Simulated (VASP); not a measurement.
Write the native input for VASP 6.6.1 that does the following.

```
Task                   : single point
Functional             : PBE
Potentials or basis    : VASP PAW PBE potentials, release 64 (Zr_sv, Ti_sv, N)
Cutoff                 : 520 eV
k mesh                 : 6 × 6 × 6
Occupations            : gaussian, width 0.1 eV
Spin                   : collinear spin
Starting moments       : [0.0, 1.0, 0.0] μB
Dipole correction      : no
Further INCAR settings : ALGO = Normal; EDIFF = 1e-07; NBANDS = 26
```

The structure of ZrTiN lies in POSCAR:

```
ZrTiN
1.0
    3.3359828800      0.0000000000      0.0000000000
    0.0000000000      3.3706944200      0.0000000000
    0.0000000000      0.0000000000      3.4410235200
Zr Ti N
1 1 1
Direct
    0.0000000000      0.0000000000      0.0000000000
    0.5000000000      0.5000000000      0.5000000000
    0.5000000000      0.5000000000      0.0000000000
```

The cell was built from a structure type or drawn by symmetry, and may not be a known phase.

These files were run (other wordings do the same):

INCAR

```
PREC = Accurate
ENCUT = 520
EDIFF = 1E-7
ISMEAR = 0
SIGMA = 0.1
LREAL = F
LASPH = T
NELM = 150
ALGO = Normal
ISIF = 2
LWAVE = F
LCHARG = F
ISPIN = 2
MAGMOM = 0 1 0
LORBIT = 11
LMAXMIX = 4
GGA = PE
NBANDS = 26
```

KPOINTS

```
Automatic mesh
0
Gamma
  6 6 6
```

Potentials or basis: VASP PAW PBE potentials, release 64 (Zr_sv, Ti_sv, N).

The run is started by

```bash
$ cat potpaw_PBE.64/Zr_sv/POTCAR potpaw_PBE.64/Ti_sv/POTCAR potpaw_PBE.64/N/POTCAR > POTCAR
$ mpirun -np 1 vasp_std > vasp.out
```

Results of the run:

```json
{
 "Pressure": "47.4 GPa",
 "Net moment": "0.00 μB per cell",
 "Valence electrons inside the program's atomic spheres": "Zr 9.91; Ti 10.96; N 3.92"
}
```

Caveat: the cell stands under pressure.

It took 2.3 min on 1 thread of Intel(R) Xeon(R) Platinum 8488C (Sapphire Rapids), on a shared host, peak memory 0.24 GiB.
